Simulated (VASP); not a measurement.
SnO2, 6 atoms in the cell. The structure is tetragonal, space group P4_2/mnm (No. 136). The conventional cell has a = 4.972 Å, b = 4.972 Å, c = 3.180 Å, α = 90.00°, β = 90.00°, γ = 90.00°. Within 2.8 Å of Sn (site symmetry mmm) lie 6 O at 2.09 to 2.16 Å. Within 2.8 Å of O (site symmetry m2m) lie 3 Sn at 2.09 to 2.16 Å and 1 O at 2.71 Å.  This cell differs from its parent crystal: biaxial strain in the a-b plane: +3.0 %.

| Item | Value |
| --- | --- |
| Program | VASP 6.6.1 |
| Task | single point |
| Functional | PBE |
| Potentials or basis | VASP PAW PBE potentials, release 64 (Sn_d, O) |
| Cutoff | 520 eV |
| k mesh | 6 × 6 × 8 |
| Occupations | gaussian, width 0.02 eV |
| Spin | no spin polarisation |
| Dipole correction | no |
| Further INCAR settings | ALGO = Normal; EDIFF = 1e-07; NBANDS = 35 |

Potentials or basis: VASP PAW PBE potentials, release 64 (Sn_d, O).

Launch:

```console
$ cat potpaw_PBE.64/Sn_d/POTCAR potpaw_PBE.64/O/POTCAR > POTCAR
$ mpirun -np 1 vasp_std > vasp.out
```

Hardware: 1 thread of Intel Xeon 8259CL, on a shared host.

How long does it take, and how much memory?

It took 2.7 min on 1 thread of Intel Xeon 8259CL, on a shared host, peak memory 0.26 GiB. Counts: scf iterations 15, k points 50.
